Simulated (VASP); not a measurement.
Wanted: the native input for a VASP 6.6.1 run.

| Property | Result |
| --- | --- |
| Task | single point |
| Functional | PBE |
| Potentials or basis | VASP PAW PBE potentials, release 64 (Si) |
| Cutoff | 500 eV |
| k mesh | 12 × 12 × 12 |
| Occupations | gaussian, width 0.02 eV |
| Spin | no spin polarisation |
| Dipole correction | no |
| Further INCAR settings | ALGO = Normal; EDIFF = 1e-06; NBANDS = 11 |

The structure of Si lies in POSCAR:

```
Si
1.0
    0.0000000000      2.6605631966      2.6605631966
    2.6605631966      0.0000000000      2.6605631966
    2.6605631966      2.6605631966      0.0000000000
Si
2
Direct
    0.5000000000      0.5000000000      0.5000000000
    0.7500000000      0.7500000000      0.7500000000
```

The input as run:

INCAR

```
PREC = Accurate ; ENCUT = 500
EDIFF = 1E-6 ; ISMEAR = 0
SIGMA = 0.02 ; LREAL = False
LASPH = True ; NELM = 120
ALGO = Normal ; ISIF = 2
LWAVE = False ; LCHARG = True
GGA = PE ; LELF = True
LVHAR = True ; NBANDS = 11
GGA_COMPAT = False
```

KPOINTS

```
Automatic mesh
0
Gamma
  12 12 12
```

Potentials or basis: VASP PAW PBE potentials, release 64 (Si).

Run with:

```sh
$ cat potpaw_PBE.64/Si/POTCAR > POTCAR
$ mpirun -np 1 vasp_std > vasp.out
```

Results of the run:

* Pressure: 8.7 GPa
* Band gap on the k mesh: 0.46 eV (least direct gap 2.59 eV)

Caveat: the cell stands under pressure.

It took 22 s on 1 thread of Intel(R) Xeon(R) Platinum 8259CL CPU @ 2.50GHz (Skylake/Cascade Lake), on a shared host, peak memory 0.16 GiB.
